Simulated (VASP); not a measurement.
Here is a VASP 6.6.1 calculation.

The input POSCAR:

```
TiAl
1.0
    2.8107518100      0.0000000000      0.0000000000
    0.0000000000      2.8107518100      0.0000000000
    0.0000000000      0.0000000000      4.0664219200
Ti Al
1 1
Direct
    0.5000000000      0.5000000000      0.5000000000
    0.0000000000      0.0000000000      0.0000000000
```

The input INCAR.step1:

```
SYSTEM = TiAl
  ALGO = Normal
  EDIFF = 1E-4
  ENCUT = 520
  GGA = PE
  ISMEAR = 0
  LASPH = .True.
  LCHARG = .False.
  LREAL = .False.
  LWAVE = .True.
  NBANDS = 14
  NELM = 60
  PREC = Accurate
  SIGMA = 0.1
```

File INCAR.step2:

```
SYSTEM = TiAl
  ALGO = Normal
  BPARAM = 11.95
  CPARAM = 0.0093
  EDIFF = 1E-6
  ENCUT = 520
  ISIF = 2
  ISMEAR = 0
  ISTART = 1
  IVDW_NL = 2
  LASPH = .True.
  LCHARG = .False.
  LMIXTAU = .True.
  LREAL = .False.
  LUSE_VDW = .True.
  LWAVE = .False.
  METAGGA = R2SCAN
  NBANDS = 14
  NELM = 60
  PREC = Accurate
  SIGMA = 0.1
```

File KPOINTS:

```
k-points
0
Gamma
  6 6 4
  0 0 0
```

Potentials or basis: VASP PAW PBE potentials, release 64 (Ti_sv, Al).

Command:

```console
$ cat potpaw_PBE.64/Ti_sv/POTCAR potpaw_PBE.64/Al/POTCAR > POTCAR
$ cp INCAR.step1 INCAR
$ mpirun -np 1 vasp_std > vasp.out
$ cp INCAR.step2 INCAR
$ mpirun -np 1 vasp_std > vasp.out
```

Q: Predict the pressure.

A: -0.5 GPa.

Stress tensor (GPa, compression positive):
```
-0.24  0.00  0.00
 0.00 -0.24  0.00
 0.00  0.00 -0.96
```

Caveat: the k points lie up to 0.39 Å⁻¹ apart; the PAW data sets were made with another functional, which shifts forces and pressure a little.
